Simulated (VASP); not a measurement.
A run of VASP 6.6.1:

File INCAR:

```
SYSTEM = KLa
ALGO     = Normal         ! electronic algorithm
EDIFF    = 1E-8           ! SCF threshold, eV
ENCUT    = 520            ! plane-wave cutoff, eV
GGA      = PE             ! functional
ISIF     = 2              ! what is computed and relaxed
ISMEAR   = -1             ! smearing method
LASPH    = .TRUE.         ! aspherical terms in the spheres
LCHARG   = .FALSE.        ! write CHGCAR
LEFG     = .TRUE.       
LREAL    = .FALSE.        ! projectors in reciprocal space
LWAVE    = .FALSE.        ! write WAVECAR
NBANDS   = 17             ! bands
NELM     = 80             ! most SCF steps
PREC     = Accurate       ! precision mode
SIGMA    = 0.05           ! smearing width, eV
```

File KPOINTS:

```
k-points
0
G
  11 11 11
  0 0 0
```

Contents of POSCAR:

```
KLa
1.0
    1.9123168285     -1.1040766357      7.5026813705
    0.0000000000      2.2081532714      7.5026813705
   -1.9123168285     -1.1040766357      7.5026813705
K La
1 1
Direct
    0.0000000000      0.0000000000      0.0000000000
    0.5000000000      0.5000000000      0.5000000000
```

Potentials or basis: VASP PAW PBE potentials, release 64 (K_sv, La).

Run with:

```bash
$ cat potpaw_PBE.64/K_sv/POTCAR potpaw_PBE.64/La/POTCAR > POTCAR
$ mpirun -np 1 vasp_std > vasp.out
```

Hardware: 1 thread of Intel(R) Xeon(R) Platinum 8559C (Emerald Rapids), with other jobs on the host.

**Question.** Estimate the wall time of this run.

**Answer.** Run time: 12 min on 1 thread of Intel(R) Xeon(R) Platinum 8559C (Emerald Rapids) (shared host), peak memory 0.69 GiB. Counts: scf iterations 17, k points 146.
